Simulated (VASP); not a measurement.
A run of VASP 6.6.1:

The input POSCAR:

```
ScSi2
1.0
    4.0448314061      0.0000000000      0.0000000000
   -2.0224157031      3.5029267517      0.0000000000
    0.0000000000      0.0000000000      3.7119711429
Sc Si
1 2
Direct
    0.0000000000      0.0000000000      0.0000000000
    0.6666666667      0.3333333333      0.5000000000
    0.3333333333      0.6666666667      0.5000000000
```

INCAR.step1

```
SYSTEM = ScSi2
PREC     = Accurate       ! precision mode
ENCUT    = 520            ! plane-wave cutoff, eV
ISMEAR   = -1             ! smearing method
SIGMA    = 0.05           ! smearing width, eV
LREAL    = .False.        ! projectors in reciprocal space
LASPH    = .True.         ! aspherical terms in the spheres
NELM     = 150            ! most SCF steps
LMAXMIX  = 4              ! l up to which the mixer works
LDAU     = .True.         ! DFT+U
LDAUTYPE = 2            
LDAUL    = 2 -1           ! shell
LDAUU    = 3 0            ! U, eV
LDAUJ    = 0 0          
NBANDS   = 16             ! bands
GGA      = PE             ! functional
ALGO     = Normal         ! electronic algorithm
EDIFF    = 1E-4           ! SCF threshold, eV
LWAVE    = .True.         ! write WAVECAR
LCHARG   = .False.        ! write CHGCAR
```

The input INCAR.step2:

```
SYSTEM = ScSi2
PREC     = Accurate       ! precision mode
ENCUT    = 520            ! plane-wave cutoff, eV
EDIFF    = 1E-6           ! SCF threshold, eV
ISMEAR   = -1             ! smearing method
SIGMA    = 0.05           ! smearing width, eV
LREAL    = .False.        ! projectors in reciprocal space
LASPH    = .True.         ! aspherical terms in the spheres
NELM     = 150            ! most SCF steps
ALGO     = Normal         ! electronic algorithm
ISIF     = 2              ! what is computed and relaxed
LWAVE    = .False.        ! write WAVECAR
LCHARG   = .True.         ! write CHGCAR
LMAXMIX  = 4              ! l up to which the mixer works
LDAU     = .True.         ! DFT+U
LDAUTYPE = 2            
LDAUL    = 2 -1           ! shell
LDAUU    = 3 0            ! U, eV
LDAUJ    = 0 0          
LDAUPRINT= 1            
METAGGA  = R2SCAN         ! meta-GGA
LMIXTAU  = .True.       
LELF     = .True.         ! ELF
LVHAR    = .True.       
NBANDS   = 16             ! bands
ISTART   = 1
```

Contents of KPOINTS:

```
regular mesh
0
Gamma
  8 8 7
  0 0 0
```

Potentials or basis: VASP PAW PBE potentials, release 64 (Sc_sv, Si).

Launch:

```bash
$ cat potpaw_PBE.64/Sc_sv/POTCAR potpaw_PBE.64/Si/POTCAR > POTCAR
$ cp INCAR.step1 INCAR
$ mpirun -np 1 vasp_std > vasp.out
$ cp INCAR.step2 INCAR
$ mpirun -np 1 vasp_std > vasp.out
```

Hardware: 1 thread of Intel(R) Xeon(R) Platinum 8488C (Sapphire Rapids) (shared host).

Problem. Estimate the wall time of this run.

Solution. It took 70 s on 1 thread of Intel(R) Xeon(R) Platinum 8488C (Sapphire Rapids), with other jobs on the host, peak memory 0.19 GiB. Counts: k points 40.
